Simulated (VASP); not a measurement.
# Al (Fm-3m) in VASP: notebook

The runs below take Al through single point, with HSE06.

All numbers are computed with VASP 6.6.1; they aren't measurements. Logs are shortened: lines on timing, memory, paths and dates and some standing lists are left out, and cuts for length are marked.

## 1. The cell of the first run

Symmetry: Fm-3m, No. 225, cubic system. Conventional cell: a = 4.013 Å, b = 4.013 Å, c = 4.013 Å, α = 90.00°, β = 90.00°, γ = 90.00°. Within 3.7 Å of Al (site symmetry m-3m) lie 12 Al at 2.84 Å.

## 2. Single point, HSE06

POSCAR

```
Al
1.0
    0.0000000000      2.0065632807      2.0065632807
    2.0065632807      0.0000000000      2.0065632807
    2.0065632807      2.0065632807      0.0000000000
Al
1
Direct
    0.0000000000      0.0000000000      0.0000000000
```

INCAR.step1

```
SYSTEM = Al
  PREC = Accurate
  ENCUT = 520
  EDIFF = 1E-5
  ISMEAR = 0
  SIGMA = 0.05
  LREAL = .FALSE.
  LASPH = .TRUE.
  NELM = 80
  ALGO = Normal
  ISIF = 2
  LWAVE = .TRUE.
  GGA = PE
  NBANDS = 8
```

INCAR.step2

```
SYSTEM = Al
  PREC = Accurate
  ENCUT = 520
  EDIFF = 1E-6
  ISMEAR = 0
  SIGMA = 0.05
  LREAL = .FALSE.
  LASPH = .TRUE.
  NELM = 80
  ALGO = Normal
  ISIF = 2
  LWAVE = .FALSE.
  LCHARG = .TRUE.
  GGA = PE
  LHFCALC = .TRUE.
  HFSCREEN = 0.2079
  PRECFOCK = Normal
  LELF = .TRUE.
  LVHAR = .TRUE.
  ISTART = 1
  NBANDS = 8
```

KPOINTS

```
Automatic mesh
0
G
  10 10 10
  0 0 0
```

Potentials or basis: VASP PAW PBE potentials, release 64 (Al).

Started as:

```
> cat potpaw_PBE.64/Al/POTCAR > POTCAR
> cp INCAR.step1 INCAR
> mpirun -np 1 vasp_std > vasp.out
> cp INCAR.step2 INCAR
> mpirun -np 1 vasp_std > vasp.out
```

OUTCAR:

```text
SYSTEM = Al
   PREC = Accurate
   ENCUT = 520
   EDIFF = 1E-6
   ISMEAR = 0
   LREAL = .FALSE.
   LASPH = .TRUE.
   NELM = 80
   ISIF = 2
   GGA = PE
   LHFCALC = .TRUE.
   HFSCREEN = 0.2079
   PRECFOCK = Normal
   ISTART = 1

 ion  position               nearest neighbor table
   1  0.000  0.000  0.000-

  LATTYP: Found a face centered cubic cell.
 ALAT       =     4.0131265614

  Lattice vectors:

 A1 = (   0.0000000000,   2.0065632807,   2.0065632807)
 A2 = (   2.0065632807,   0.0000000000,   2.0065632807)
 A3 = (   2.0065632807,   2.0065632807,   0.0000000000)

Analysis of symmetry for initial positions (statically):
=====================================================================
 Subroutine PRICEL returns:
 Original cell was already a primitive cell.

 Routine SETGRP: Setting up the symmetry group for a
 face centered cubic supercell.

 Subroutine GETGRP returns: Found 48 space group operations
 (whereof 48 operations were pure point group operations)
 out of a pool of 48 trial point group operations.

The static configuration has the point symmetry O_h .

Analysis of symmetry for dynamics (positions and initial velocities):
=====================================================================
 Subroutine PRICEL returns:
 Original cell was already a primitive cell.

 Routine SETGRP: Setting up the symmetry group for a
 face centered cubic supercell.

 Subroutine GETGRP returns: Found 48 space group operations
 (whereof 48 operations were pure point group operations)
 out of a pool of 48 trial point group operations.

The dynamic configuration has the point symmetry O_h .

 Subroutine INISYM returns: Found 48 space group operations
 (whereof 48 operations are pure point group operations),
 and found     1 'primitive' translations

----------------------------------------------------------------------------------------

                                     Primitive cell

  volume of cell :      16.1580

  direct lattice vectors                    reciprocal lattice vectors
     0.000000000  2.006563281  2.006563281    -0.249182273  0.249182273  0.249182273
     2.006563281  0.000000000  2.006563281     0.249182273 -0.249182273  0.249182273
     2.006563281  2.006563281  0.000000000     0.249182273  0.249182273 -0.249182273

  length of vectors
     2.837709005  2.837709005  2.837709005     0.431596358  0.431596358  0.431596358

  position of ions in fractional coordinates (direct lattice)
     0.000000000  0.000000000  0.000000000

  ion indices of the primitive-cell ions
   primitive index   ion index
                 1           1

----------------------------------------------------------------------------------------

 KPOINTS: Automatic mesh

Automatic generation of k-mesh.
 Grid dimensions read from file:
 generate k-points for:   10   10   10

 Generating k-lattice:

  Cartesian coordinates                     Fractional coordinates (reciprocal lattice)
    -0.024918227  0.024918227  0.024918227     0.100000000  0.000000000  0.000000000
     0.024918227 -0.024918227  0.024918227     0.000000000  0.100000000  0.000000000
     0.024918227  0.024918227 -0.024918227     0.000000000  0.000000000  0.100000000

  Length of vectors
     0.043159636  0.043159636  0.043159636

  Shift w.r.t. Gamma in fractional coordinates (k-lattice)
     0.000000000  0.000000000  0.000000000

 Subroutine IBZKPT returns following result:
 ===========================================

 Found     47 irreducible k-points:

 Following reciprocal coordinates:
            Coordinates               Weight
  0.000000  0.000000  0.000000      1.000000
  0.100000  0.000000  0.000000      8.000000
  0.200000  0.000000  0.000000      8.000000
  0.300000  0.000000  0.000000      8.000000
  0.400000  0.000000  0.000000      8.000000
  0.500000  0.000000  0.000000      4.000000
[... 16 lines left out ...]
  0.300000  0.300000  0.000000      6.000000
  0.400000  0.300000  0.000000     24.000000
 [... further k-points ...]
   k-points           NKPTS =     47   k-points in BZ     NKDIM =   1000   number of bands    NBANDS=      8
   number of dos      NEDOS =    301   number of ions     NIONS =      1
   total plane-waves  NPLWV =  13824
   dimension x,y,z NGX =    24 NGY =   24 NGZ =   24
   dimension x,y,z NGXF=    48 NGYF=   48 NGZF=   48
   ions per type =               1
   NGX,Y,Z   is equivalent  to a cutoff of  14.06, 14.06, 14.06 a.u.
   NGXF,Y,Z  is equivalent  to a cutoff of  28.12, 28.12, 28.12 a.u.
 SYSTEM =  Al
   PREC   = accura    normal or accurate (medium, high low for compatibility)
   ISTART =      1    job   : 0-new  1-cont  2-samecut
   ICHARG =      0    charge: 1-file 2-atom 10-const
   ISPIN  =      1    spin polarized calculation?
   LNONCOLLINEAR =      F non collinear calculations
   LSORBIT =      F    spin-orbit coupling
   LASPH  =      T    aspherical Exc in radial PAW
   ENCUT  =  520.0 eV  38.22 Ry    6.18 a.u.   5.28  5.28  5.28*2*pi/ulx,y,z
   NELM   =     80;   NELMIN=  2; NELMDL=  0     # of ELM steps
   EDIFF  = 0.1E-05   stopping-criterion for ELM
   LREAL  =      F    real-space projection
   EDIFFG = 0.1E-04   stopping-criterion for IOM
   NSW    =      0    number of steps for IOM
   IBRION =     -1    ionic relax: 0-MD 1-quasi-New 2-CG
   NFREE  =      0    steps in history (QN), initial steepest desc. (CG)
   ISIF   =      2    stress and relaxation
   ISYM   =      3    0-nonsym 1-usesym 2-fastsym
   POTIM  = 0.5000    time-step for ionic-motion
   TEBEG  =    0.0;   TEEND  =   0.0 temperature during run
   PSTRESS=    0.0 pullay stress
   NELECT =       3.0000    total number of electrons
   NUPDOWN=      -1.0000    fix difference up-down
   EMIN   =  10.00;   EMAX   =-10.00  energy-range for DOS
   EFERMI =   0.00;   METHOD = LEGACY
   ISMEAR =     0;   SIGMA  =   0.05  broadening in eV -4-tet -1-fermi 0-gaus
   EFERMI_NEDOS =   21; number of points for ismear=-14 and -15
   IALGO  =     38    algorithm
   IMIX   =      1    mixing-type and parameters
     AMIX     =   0.40;   BMIX     =  1.00
     AMIX_MAG =   1.60;   BMIX_MAG =  1.00
  volume/ion in A,a.u.               =      16.16       109.04
  Fermi-wavevector in a.u.,A,eV,Ry     =   0.933940  1.764891 11.867603  0.872244
  Thomas-Fermi vector in A             =   2.060694
   LORBIT       =      0    0 simple, 1 ext, 2 COOP (PROOUT), +10 PAW based schemes
   GGA     = PE    functional components
   LHFCALC =     T    Hartree Fock is set to
   PRECFOCK=normal    Normal, Fast or Accurate (Low or Medium for compatibility)
   ENCUT4O =  -1.0   cutoff for four orbital integrals eV
   NKREDX  =     1    reduce k-point grid by
   NKREDY  =     1    reduce k-point grid by
   NKREDZ  =     1    reduce k-point grid by
   AEXX    =    0.2500 exact exchange contribution
   HFSCREEN=    0.2079 screening length (either q_TF or 0.3 A-1)
   HFSCREENC=   0.2079 screening length for correlation (either q_TF or 0.3 A-1)
   ENCUTFOCK=  -1.0 apply spherical cutoff to Coloumb kernel
   IVDW    =     0    specifies the selected vdW correction
   LEPSILON=     F    determine dielectric tensor
   LRPA    =     F    only Hartree local field effects (RPA)
 non-spin polarized calculation
 Gauss-broadening in eV      SIGMA  =   0.05
  energy-cutoff  :      520.00
  volume of cell :       16.16
 maximum number of plane-waves:       444
 NGX is ok and might be reduce to    24
  NGX = 16; NGY = 16; NGZ = 16

 number of electron       3.0000000 magnetization

 Free energy of the ion-electron system (eV)
  ---------------------------------------------------
  ext. energy  EPLUGINS =         0.00000000
  ---------------------------------------------------
  free energy    TOTEN  =        -4.08062653 eV

  energy without entropy =       -4.07929203  energy(sigma->0) =       -4.07995928

 E-fermi :   8.3626     XC(G=0):  -8.4716

 val. band max:        8.3361266101   @ k =  -0.4000   0.4000   0.1000
 cond. band min:       8.3785610655   @ k =  -0.4000   0.4000   0.0000
 fundamental gap:      0.0424344554
 Fermi energy:         8.3625845421

 k-point     1 :       0.0000    0.0000    0.0000
  band No.  band energies     occupation
      1      -4.6432      2.00000
      2      22.0420      0.00000
      3      22.0420      0.00000
      4      22.0420      0.00000
      5      23.7164      0.00000
      6      23.7164      0.00000
      7      23.7164      0.00000
      8      25.8106      0.00000

 k-point     2 :       0.1000    0.0000    0.0000
  band No.  band energies     occupation
      1      -4.3349      2.00000
      2      18.5530      0.00000
      3      21.3035      0.00000
      4      21.3035      0.00000
      5      24.2822      0.00000
      6      24.8893      0.00000
      7      24.8893      0.00000
      8      27.8164      0.00000

 k-point     3 :       0.2000    0.0000    0.0000
  band No.  band energies     occupation
      1      -3.4113      2.00000
      2      14.2325      0.00000
      3      20.5097      0.00000
      4      20.5097      0.00000
      5      23.9360      0.00000
      6      25.2909      0.00000
      7      25.2909      0.00000
      8      27.3961      0.00000

 k-point     4 :       0.3000    0.0000    0.0000
  band No.  band energies     occupation
      1      -1.8764      2.00000
      2      10.1152      0.00000
      3      20.1393      0.00000
      4      20.1393      0.00000
      5      23.4170      0.00000
      6      23.4170      0.00000
      7      23.7340      0.00000
      8      27.4490      0.00000

 k-point     5 :       0.4000    0.0000    0.0000
  band No.  band energies     occupation
      1       0.2652      2.00000
      2       6.3353      2.00000
      3      20.2401      0.00000
      4      20.2401      0.00000
      5      21.8894      0.00000
      6      21.8894      0.00000
      7      23.9292      0.00000
      8      25.8863      0.00000
[... 177 lines left out ...]
 k-point    22 :      -0.2000    0.2000    0.0000
  band No.  band energies     occupation
      1      -1.3659      2.00000
      2      11.7013      0.00000
      3      13.4291      0.00000
      4      20.5641      0.00000
      5      22.6386      0.00000
      6      24.9727      0.00000
      7      26.1066      0.00000
      8      27.0726      0.00000

 k-point    23 :       0.3000    0.3000    0.0000
  band No.  band energies     occupation
      1      -0.9605      2.00000
      2      14.8223      0.00000
      3      15.6237      0.00000
      4      15.8981      0.00000
      5      15.8981      0.00000
      6      19.7108      0.00000
      7      32.2316      0.00000
      8      33.5116      0.00000

 k-point    24 :       0.4000    0.3000    0.0000
  band No.  band energies     occupation
      1       0.5618      2.00000
      2      12.1103      0.00000
      3      12.6529      0.00000
      4      15.4809      0.00000
      5      16.8408      0.00000
      6      20.7262      0.00000
      7      31.4955      0.00000
      8      33.8806      0.00000

 [... further k-points ...]

------------------------ aborting loop because EDIFF is reached ----------------------------------------

  FORCE on cell =-STRESS in cart. coord.  units (eV):
  Direction    XX          YY          ZZ          XY          YZ          ZX
  --------------------------------------------------------------------------------------
  -------------------------------------------------------------------------------------
  Total        0.0149972      0.0149972      0.0149972      0.0000000      0.0000000     -0.0000000
  in kB        1.4870728      1.4870728      1.4870728      0.0000000      0.0000000     -0.0000000
  external PRESSURE =       1.4870728 kB  Pullay stress =       0.0000000 kB

 VOLUME and BASIS-vectors are now :
 -----------------------------------------------------------------------------
  energy-cutoff  :      520.00
  volume of cell :       16.16
      direct lattice vectors                 reciprocal lattice vectors
     0.000000000  2.006563281  2.006563281    -0.249182273  0.249182273  0.249182273
     2.006563281  0.000000000  2.006563281     0.249182273 -0.249182273  0.249182273
     2.006563281  2.006563281  0.000000000     0.249182273  0.249182273 -0.249182273

 POSITION                                       TOTAL-FORCE (eV/Angst)
 -----------------------------------------------------------------------------------
      0.00000      0.00000      0.00000         0.000000     -0.000000      0.000000
 -----------------------------------------------------------------------------------
    total drift:                                0.000000      0.000000      0.000000

  FREE ENERGIE OF THE ION-ELECTRON SYSTEM (eV)
  ---------------------------------------------------
  free  energy   TOTEN  =        -4.0806265277 eV

  energy  without entropy=       -4.0792920251  energy(sigma->0) =       -4.07995928
```

It took 13 min on 1 thread of Intel Xeon 6975P-C, shared host; peak memory 0.25 GiB.

Results:

* Free energy: -4.0806 eV
* Pressure: 0.1 GPa

Caveat: the PAW data sets were made with another functional, which shifts forces and pressure a little.

## 3. Single point, HSE06

This run uses another cell than the first one, of 16.37 Å³/atom, 1.013 times its volume.

POSCAR

```
Al
1.0
    0.0000000000      2.0151080974      2.0151080974
    2.0151080974      0.0000000000      2.0151080974
    2.0151080974      2.0151080974      0.0000000000
Al
1
Direct
    0.0000000000      0.0000000000      0.0000000000
```

INCAR.step1

```
SYSTEM = Al
  ALGO = Normal
  EDIFF = 1E-5
  ENCUT = 520
  GGA = PE
  ISIF = 2
  ISMEAR = 0
  LASPH = .TRUE.
  LREAL = .FALSE.
  LWAVE = .TRUE.
  NBANDS = 8
  NELM = 100
  PREC = Accurate
  SIGMA = 0.05
```

INCAR.step2

```
SYSTEM = Al
  ALGO = Normal
  EDIFF = 1E-6
  ENCUT = 520
  GGA = PE
  HFSCREEN = 0.2079
  ISIF = 2
  ISMEAR = 0
  ISTART = 1
  LASPH = .TRUE.
  LCHARG = .TRUE.
  LELF = .TRUE.
  LHFCALC = .TRUE.
  LREAL = .FALSE.
  LVHAR = .TRUE.
  LWAVE = .FALSE.
  NBANDS = 8
  NELM = 100
  PREC = Accurate
  PRECFOCK = Normal
  SIGMA = 0.05
```

KPOINTS

```
k-points
0
G
  10 10 10
  0 0 0
```

Potentials or basis: VASP PAW PBE potentials, release 64 (Al).

Started as:

```
> cat potpaw_PBE.64/Al/POTCAR > POTCAR
> cp INCAR.step1 INCAR
> mpirun -np 1 vasp_std > vasp.out
> cp INCAR.step2 INCAR
> mpirun -np 1 vasp_std > vasp.out
```

OUTCAR:

```text
SYSTEM = Al
   EDIFF = 1E-6
   ENCUT = 520
   GGA = PE
   HFSCREEN = 0.2079
   ISIF = 2
   ISMEAR = 0
   ISTART = 1
   LASPH = .TRUE.
   LHFCALC = .TRUE.
   LREAL = .FALSE.
   NELM = 100
   PREC = Accurate
   PRECFOCK = Normal

 ion  position               nearest neighbor table
   1  0.000  0.000  0.000-

  LATTYP: Found a face centered cubic cell.
 ALAT       =     4.0302161948

  Lattice vectors:

 A1 = (   0.0000000000,   2.0151080974,   2.0151080974)
[... 452 lines left out ...]
      7      31.1834      0.00000
      8      33.5296      0.00000

 [... further k-points ...]

------------------------ aborting loop because EDIFF is reached ----------------------------------------

  FORCE on cell =-STRESS in cart. coord.  units (eV):
  Direction    XX          YY          ZZ          XY          YZ          ZX
  --------------------------------------------------------------------------------------
  -------------------------------------------------------------------------------------
  Total       -0.0749423     -0.0749423     -0.0749423      0.0000000     -0.0000000      0.0000000
  in kB       -7.3368955     -7.3368955     -7.3368955      0.0000000     -0.0000000      0.0000000
  external PRESSURE =      -7.3368955 kB  Pullay stress =       0.0000000 kB

 VOLUME and BASIS-vectors are now :
 -----------------------------------------------------------------------------
  energy-cutoff  :      520.00
  volume of cell :       16.37
      direct lattice vectors                 reciprocal lattice vectors
     0.000000000  2.015108097  2.015108097    -0.248125647  0.248125647  0.248125647
     2.015108097  0.000000000  2.015108097     0.248125647 -0.248125647  0.248125647
     2.015108097  2.015108097  0.000000000     0.248125647  0.248125647 -0.248125647

 POSITION                                       TOTAL-FORCE (eV/Angst)
 -----------------------------------------------------------------------------------
      0.00000      0.00000      0.00000         0.000000      0.000000      0.000000
 -----------------------------------------------------------------------------------
    total drift:                                0.000002      0.000003      0.000003

  FREE ENERGIE OF THE ION-ELECTRON SYSTEM (eV)
  ---------------------------------------------------
  free  energy   TOTEN  =        -4.0802621487 eV

  energy  without entropy=       -4.0787453988  energy(sigma->0) =       -4.07950377
```

It took 11 min on 1 thread of Intel Xeon 6975P-C, shared host; peak memory 0.26 GiB.

What came out:

```
Free energy : -4.0803 eV
Pressure    : -0.7 GPa
```

Levels at points of the mesh, in eV from the Fermi level:
| k point | band 1 | band 2 | band 3 | band 4 | band 5 |
| --- | --- | --- | --- | --- | --- |
| (0.00, 0.00, 0.00) | -12.92 | 13.59 | 13.59 | 13.59 | 15.17 |
| (0.50, 0.00, 0.00) | -5.47 | -5.16 | 12.35 | 12.35 | 12.35 |
| (0.50, 0.50, 0.00) | -3.59 | -1.89 | 5.69 | 6.12 | 6.12 |

Caveat: the PAW data sets were made with another functional, which shifts forces and pressure a little.
